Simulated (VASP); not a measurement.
# GaAs (F-43m) in VASP: notebook

Runs on GaAs. Level: PBE+D3(BJ). Tasks: single point, relaxation of cell and atoms.

Everything below comes from runs of VASP 6.6.1. Logs are shortened: lines on timing, memory, paths and dates and some standing lists are left out, and cuts for length are marked.

**1. The cell of the first run**

It takes space group F-43m (No. 216, cubic). The conventional cell has a = 5.675 Å, b = 5.675 Å, c = 5.675 Å, α = 90.00°, β = 90.00°, γ = 90.00°. Within 3.2 Å of Ga (site symmetry -43m) lie 4 As at 2.46 Å. As (site symmetry -43m) has 4 Ga at 2.46 Å within 3.2 Å.

**2. Single point, PBE+D3(BJ)**

The input, INCAR:

```
SYSTEM = GaAs
PREC = Accurate ; ENCUT = 520
EDIFF = 1E-6 ; ISMEAR = 0
SIGMA = 0.02 ; LREAL = .FALSE.
LASPH = .TRUE. ; NELM = 100
ALGO = Normal ; ISIF = 2
LWAVE = .FALSE. ; LCHARG = .FALSE.
GGA = PE ; IVDW = 12
NBANDS = 16
```

The input, KPOINTS:

```
regular mesh
0
G
  12 12 12
  0 0 0
```

The input, POSCAR:

```
GaAs
1.0
    0.0000000000      2.8375891370      2.8375891370
    2.8375891370      0.0000000000      2.8375891370
    2.8375891370      2.8375891370      0.0000000000
Ga As
1 1
Direct
    0.0000000000      0.0000000000      0.0000000000
    0.2500000000      0.2500000000      0.2500000000
```

Potentials or basis: VASP PAW PBE potentials, release 64 (Ga_d, As).

Launch:

```sh
$ cat potpaw_PBE.64/Ga_d/POTCAR potpaw_PBE.64/As/POTCAR > POTCAR
$ mpirun -np 1 vasp_std > vasp.out
```

OUTCAR:

```text
SYSTEM = GaAs
   PREC = Accurate
   ENCUT = 520
   EDIFF = 1E-6
   ISMEAR = 0
   LREAL = .FALSE.
   LASPH = .TRUE.
   NELM = 100
   ISIF = 2
   GGA = PE
   IVDW = 12
 IVDW          = 12

 ion  position               nearest neighbor table
   1  0.000  0.000  0.000-   2 2.46   2 2.46   2 2.46   2 2.46
   2  0.250  0.250  0.250-   1 2.46   1 2.46   1 2.46   1 2.46

  LATTYP: Found a face centered cubic cell.
 ALAT       =     5.6751782740

  Lattice vectors:

 A1 = (   0.0000000000,   2.8375891370,   2.8375891370)
 A2 = (   2.8375891370,   0.0000000000,   2.8375891370)
 A3 = (   2.8375891370,   2.8375891370,   0.0000000000)

Analysis of symmetry for initial positions (statically):
=====================================================================
 Subroutine PRICEL returns:
 Original cell was already a primitive cell.

 Routine SETGRP: Setting up the symmetry group for a
 face centered cubic supercell.

 Subroutine GETGRP returns: Found 24 space group operations
 (whereof 24 operations were pure point group operations)
 out of a pool of 48 trial point group operations.

The static configuration has the point symmetry T_d .

Analysis of symmetry for dynamics (positions and initial velocities):
=====================================================================
 Subroutine PRICEL returns:
 Original cell was already a primitive cell.

 Routine SETGRP: Setting up the symmetry group for a
 face centered cubic supercell.

 Subroutine GETGRP returns: Found 24 space group operations
 (whereof 24 operations were pure point group operations)
 out of a pool of 48 trial point group operations.

The dynamic configuration has the point symmetry T_d .

 Subroutine INISYM returns: Found 24 space group operations
 (whereof 24 operations are pure point group operations),
 and found     1 'primitive' translations

----------------------------------------------------------------------------------------

                                     Primitive cell

  volume of cell :      45.6960

  direct lattice vectors                    reciprocal lattice vectors
     0.000000000  2.837589137  2.837589137    -0.176205918  0.176205918  0.176205918
     2.837589137  0.000000000  2.837589137     0.176205918 -0.176205918  0.176205918
     2.837589137  2.837589137  0.000000000     0.176205918  0.176205918 -0.176205918

  length of vectors
     4.012957042  4.012957042  4.012957042     0.305197603  0.305197603  0.305197603

  position of ions in fractional coordinates (direct lattice)
     0.000000000  0.000000000  0.000000000
     0.250000000  0.250000000  0.250000000

  ion indices of the primitive-cell ions
   primitive index   ion index
                 1           1
                 2           2

----------------------------------------------------------------------------------------

 KPOINTS: regular mesh

Automatic generation of k-mesh.
 Grid dimensions read from file:
 generate k-points for:   12   12   12

 Generating k-lattice:

  Cartesian coordinates                     Fractional coordinates (reciprocal lattice)
    -0.014683827  0.014683827  0.014683827     0.083333333  0.000000000  0.000000000
     0.014683827 -0.014683827  0.014683827     0.000000000  0.083333333  0.000000000
     0.014683827  0.014683827 -0.014683827     0.000000000  0.000000000  0.083333333

  Length of vectors
     0.025433134  0.025433134  0.025433134

  Shift w.r.t. Gamma in fractional coordinates (k-lattice)
     0.000000000  0.000000000  0.000000000

 Subroutine IBZKPT returns following result:
 ===========================================

 Found     72 irreducible k-points:

 Following reciprocal coordinates:
            Coordinates               Weight
  0.000000  0.000000  0.000000      1.000000
  0.083333  0.000000  0.000000      8.000000
  0.166667  0.000000  0.000000      8.000000
  0.250000  0.000000  0.000000      8.000000
  0.333333  0.000000  0.000000      8.000000
  0.416667  0.000000  0.000000      8.000000
[... 16 lines left out ...]
  0.500000  0.166667  0.000000     24.000000
 -0.416667  0.166667  0.000000     24.000000
 [... further k-points ...]
   k-points           NKPTS =     72   k-points in BZ     NKDIM =     72   number of bands    NBANDS=     16
   number of dos      NEDOS =    301   number of ions     NIONS =      2
   total plane-waves  NPLWV =  27000
   dimension x,y,z NGX =    30 NGY =   30 NGZ =   30
   dimension x,y,z NGXF=    60 NGYF=   60 NGZF=   60
   ions per type =               1   1
   NGX,Y,Z   is equivalent  to a cutoff of  12.43, 12.43, 12.43 a.u.
   NGXF,Y,Z  is equivalent  to a cutoff of  24.86, 24.86, 24.86 a.u.
 SYSTEM =  GaAs
   PREC   = accura    normal or accurate (medium, high low for compatibility)
   ISTART =      0    job   : 0-new  1-cont  2-samecut
   ICHARG =      2    charge: 1-file 2-atom 10-const
   ISPIN  =      1    spin polarized calculation?
   LNONCOLLINEAR =      F non collinear calculations
   LSORBIT =      F    spin-orbit coupling
   LASPH  =      T    aspherical Exc in radial PAW
   ENCUT  =  520.0 eV  38.22 Ry    6.18 a.u.   7.46  7.46  7.46*2*pi/ulx,y,z
   NELM   =    100;   NELMIN=  2; NELMDL= -5     # of ELM steps
   EDIFF  = 0.1E-05   stopping-criterion for ELM
   LREAL  =      F    real-space projection
   EDIFFG = 0.1E-04   stopping-criterion for IOM
   NSW    =      0    number of steps for IOM
   IBRION =     -1    ionic relax: 0-MD 1-quasi-New 2-CG
   NFREE  =      0    steps in history (QN), initial steepest desc. (CG)
   ISIF   =      2    stress and relaxation
   ISYM   =      2    0-nonsym 1-usesym 2-fastsym
   POTIM  = 0.5000    time-step for ionic-motion
   TEBEG  =    0.0;   TEEND  =   0.0 temperature during run
   PSTRESS=    0.0 pullay stress
   NELECT =      18.0000    total number of electrons
   NUPDOWN=      -1.0000    fix difference up-down
   EMIN   =  10.00;   EMAX   =-10.00  energy-range for DOS
   EFERMI =   0.00;   METHOD = LEGACY
   ISMEAR =     0;   SIGMA  =   0.02  broadening in eV -4-tet -1-fermi 0-gaus
   EFERMI_NEDOS =   21; number of points for ismear=-14 and -15
   IALGO  =     38    algorithm
   IMIX   =      4    mixing-type and parameters
     AMIX     =   0.40;   BMIX     =  1.00
     AMIX_MAG =   1.60;   BMIX_MAG =  1.00
  volume/ion in A,a.u.               =      22.85       154.19
  Fermi-wavevector in a.u.,A,eV,Ry     =   1.200069  2.267801 19.594637  1.440165
  Thomas-Fermi vector in A             =   2.335915
   LORBIT       =      0    0 simple, 1 ext, 2 COOP (PROOUT), +10 PAW based schemes
   GGA     = PE    functional components
   LHFCALC =     F    Hartree Fock is set to
   AEXX    =    0.0000 exact exchange contribution
   IVDW    =    12    specifies the selected vdW correction
   LEPSILON=     F    determine dielectric tensor
   LRPA    =     F    only Hartree local field effects (RPA)
 non-spin polarized calculation
 Gauss-broadening in eV      SIGMA  =   0.02
  energy-cutoff  :      520.00
  volume of cell :       45.70
 maximum number of plane-waves:      1248
 NGX is ok and might be reduce to    30
   NGX = 15   NGY = 15   NGZ = 15

 number of electron      17.9999988 magnetization

 Free energy of the ion-electron system (eV)
  ---------------------------------------------------
  ext. energy  EPLUGINS =         0.00000000
  ---------------------------------------------------
  free energy    TOTEN  =        -8.26164051 eV

  energy without entropy =       -8.26164051  energy(sigma->0) =       -8.26164051

 E-fermi :   3.9088     XC(G=0):  -9.5375

 val. band max:        3.8242903290   @ k =   0.0000   0.0000   0.0000
 cond. band min:       4.2595865971   @ k =   0.0000   0.0000   0.0000
 fundamental gap:      0.4352962681
 Fermi energy:         3.9088418912

 k-point     1 :       0.0000    0.0000    0.0000
  band No.  band energies     occupation
      1     -10.9610      2.00000
      2     -10.9610      2.00000
      3     -10.9610      2.00000
      4     -10.8845      2.00000
      5     -10.8845      2.00000
      6      -8.8200      2.00000
[... 8 lines left out ...]
     15      13.9195      0.00000
     16      13.9195      0.00000

 k-point     2 :       0.0833    0.0000    0.0000
  band No.  band energies     occupation
      1     -10.9669      2.00000
      2     -10.9594      2.00000
      3     -10.9594      2.00000
      4     -10.8846      2.00000
      5     -10.8846      2.00000
      6      -8.7395      2.00000
[... 8 lines left out ...]
     15      13.3940      0.00000
     16      13.3940      0.00000

 k-point     3 :       0.1667    0.0000    0.0000
  band No.  band energies     occupation
      1     -10.9823      2.00000
      2     -10.9553      2.00000
      3     -10.9553      2.00000
      4     -10.8847      2.00000
      5     -10.8847      2.00000
      6      -8.5050      2.00000
[... 8 lines left out ...]
     15      12.8540      0.00000
     16      12.8540      0.00000

 k-point     4 :       0.2500    0.0000    0.0000
  band No.  band energies     occupation
      1     -11.0018      2.00000
      2     -10.9502      2.00000
      3     -10.9502      2.00000
      4     -10.8842      2.00000
      5     -10.8842      2.00000
      6      -8.1394      2.00000
[... 8 lines left out ...]
     15      12.8352      0.00000
     16      12.8352      0.00000
[... 324 lines left out ...]
 k-point    22 :       0.4167    0.1667    0.0000
  band No.  band energies     occupation
      1     -11.0347      2.00000
      2     -10.9392      2.00000
      3     -10.9357      2.00000
      4     -10.8908      2.00000
      5     -10.8786      2.00000
      6      -7.3063      2.00000
[... 8 lines left out ...]
     15      14.7071      0.00000
     16      15.5598      0.00000

 k-point    23 :       0.5000    0.1667    0.0000
  band No.  band energies     occupation
      1     -11.0412      2.00000
      2     -10.9384      2.00000
      3     -10.9345      2.00000
      4     -10.8881      2.00000
      5     -10.8795      2.00000
      6      -6.9610      2.00000
[... 8 lines left out ...]
     15      15.3191      0.00000
     16      15.6602      0.00000

 k-point    24 :      -0.4167    0.1667    0.0000
  band No.  band energies     occupation
      1     -11.0412      2.00000
      2     -10.9386      2.00000
      3     -10.9354      2.00000
      4     -10.8852      2.00000
      5     -10.8818      2.00000
      6      -6.9054      2.00000
[... 8 lines left out ...]
     15      14.1605      0.00000
     16      14.8989      0.00000

 [... further k-points ...]

------------------------ aborting loop because EDIFF is reached ----------------------------------------

 Edisp (eV)   -0.64178

 E8    (eV) :    -0.2865

  FORCE on cell =-STRESS in cart. coord.  units (eV):
  Direction    XX          YY          ZZ          XY          YZ          ZX
  --------------------------------------------------------------------------------------
  -------------------------------------------------------------------------------------
  Total       0.05561     0.05561     0.05561    -0.00000    -0.00000     0.00000
  in kB       1.94963     1.94963     1.94963    -0.00000    -0.00000     0.00000
  external pressure =        1.95 kB  Pullay stress =        0.00 kB

 VOLUME and BASIS-vectors are now :
 -----------------------------------------------------------------------------
  energy-cutoff  :      520.00
  volume of cell :       45.70
      direct lattice vectors                 reciprocal lattice vectors
     0.000000000  2.837589137  2.837589137    -0.176205918  0.176205918  0.176205918
     2.837589137  0.000000000  2.837589137     0.176205918 -0.176205918  0.176205918
     2.837589137  2.837589137  0.000000000     0.176205918  0.176205918 -0.176205918

 POSITION                                       TOTAL-FORCE (eV/Angst)
 -----------------------------------------------------------------------------------
      0.00000      0.00000      0.00000        -0.000000     -0.000000      0.000000
      1.41879      1.41879      1.41879         0.000000      0.000000     -0.000000
 -----------------------------------------------------------------------------------
    total drift:                                0.000002      0.000002      0.000002

  FREE ENERGIE OF THE ION-ELECTRON SYSTEM (eV)
  ---------------------------------------------------
  free  energy   TOTEN  =        -8.9034233049 eV

  energy  without entropy=       -8.9034233049  energy(sigma->0) =       -8.90342330
```

It took 34 s on 1 thread of Intel Xeon Platinum 8488C (Sapphire Rapids), shared host; peak memory 0.21 GiB.

What came out:

```yaml
Free_energy: -8.9034 eV
Pressure: 0.2 GPa
Band_gap_on_the_k_mesh: 0.44 eV, direct
Dispersion_energy_per_atom: -0.321 eV
```

(Part 1 of 2 ends here.)
